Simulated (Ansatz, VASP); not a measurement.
**As in VASP and in Ansatz**

```
As
1.0
     5.34802    0.00000    0.00000
     0.00000    5.34802    0.00000
     0.00000    0.00000    5.34802
As
7
Direct
  0.50000 0.50000 0.00000
  0.00000 0.50000 0.50000
  0.50000 0.00000 0.50000
  0.50000 0.50000 0.50000
  0.50000 0.00000 0.00000
  0.00000 0.50000 0.00000
  0.00000 0.00000 0.50000
```

Alike in both runs: task relaxation of cell and atoms; functional PBE; k mesh 8 × 8 × 8; occupations gaussian, width 0.1 eV; no spin polarisation.

```csv
,VASP,Ansatz
version,VASP 6.6.1,Ansatz 0.2.0
potentials or method,"VASP PAW PBE potentials, release 64 (As), cutoff 600 eV","scalar-relativistic, plane waves, PAW"
valence electrons in the cell,35,105
```

Ansatz gave:

| Item | Value |
| --- | --- |
| gap on the k mesh at the Fermi level, each at its own relaxed structure (eV) | none |
| relaxed volume (Å³/atom) | 22.11 |
| relaxed cell length with the largest relative difference (Å) | 5.369 |

Task: Which values does VASP return?

Result: gap on the k mesh at the Fermi level, each at its own relaxed structure (eV): none; relaxed volume (Å³/atom): 22.15; relaxed cell length with the largest relative difference (Å): 5.372.

A gap of «none» marks a metal or a gap that the smearing closes. VASP's potentials hold 35 valence electrons a cell and Ansatz's 105, so a difference there can come from the potentials and not from the codes.
